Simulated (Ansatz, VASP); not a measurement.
Two plane-wave programs on Te

```xyz
3
Lattice="5.6934 0.0000 0.0000 -2.8467 4.9307 0.0000 0.0000 0.0000 3.0471" Properties=species:S:1:pos:R:3 pbc="T T T"
Te    2.8467    4.9307    0.0000
Te    0.0000    3.2871    1.5236
Te    2.8467    1.6436    1.5236
```

Alike in both runs: task single point; functional r2SCAN; k mesh 7 × 7 × 12; occupations fermi-dirac, width 0.1 eV; no spin polarisation.

|  | VASP | Ansatz |
| --- | --- | --- |
| version | VASP 6.6.1 | Ansatz 0.2.0 |
| potentials or method | VASP PAW PBE potentials, release 64 (Te), cutoff 520 eV | plane waves (500 eV) with PAW, scalar-relativistic |
| valence electrons in the cell | 18 | 48 |

```csv
,VASP,Ansatz,Ansatz less VASP
pressure (GPa),2.1,2.1,+0.05
"traceless stress, the component that is largest in VASP (GPa)",1.31,1.31,-0.002
```

VASP's potentials were made for PBE, not for r2SCAN. The functional is the same, so the differences come from potentials, cutoffs and numerics. VASP's potentials hold 18 valence electrons a cell and Ansatz's 48, so a difference there can come from the potentials and not from the codes.

Spin-orbit coupling is off throughout.
